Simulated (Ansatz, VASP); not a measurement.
Cs4Au: VASP beside Ansatz

```
Cs Au
1.0
    -4.75318    4.75318    4.75318
     4.75318   -4.75318    4.75318
     4.75318    4.75318   -4.75318
Cs Au
4 1
Cartesian
  2.3766 2.3766 -2.3766
  -2.3766 2.3766 2.3766
  2.3766 -2.3766 2.3766
  2.3766 2.3766 2.3766
  0.0000 0.0000 0.0000
```

Alike in both runs: task single point; functional PBE; k mesh 6 × 6 × 6; occupations gaussian, width 0.1 eV; no spin polarisation.

|  | VASP | Ansatz |
| --- | --- | --- |
| version | VASP 6.6.1 | Ansatz 0.2.0 |
| potentials or method | VASP PAW PBE potentials, release 64 (Cs_sv, Au), cutoff 520 eV | scalar-relativistic, plane waves, PAW |
| valence electrons in the cell | 47 | 55 |

```csv
,VASP,Ansatz,Ansatz less VASP
gap on the k mesh at the Fermi level (eV),none,none,-
pressure (GPa),-0.3,-0.3,+0.01
```

A gap of «none» marks a metal or a gap that the smearing closes. VASP's potentials hold 47 valence electrons a cell and Ansatz's 55, so a difference there can come from the potentials and not from the codes.

Neither program's run includes spin-orbit coupling.
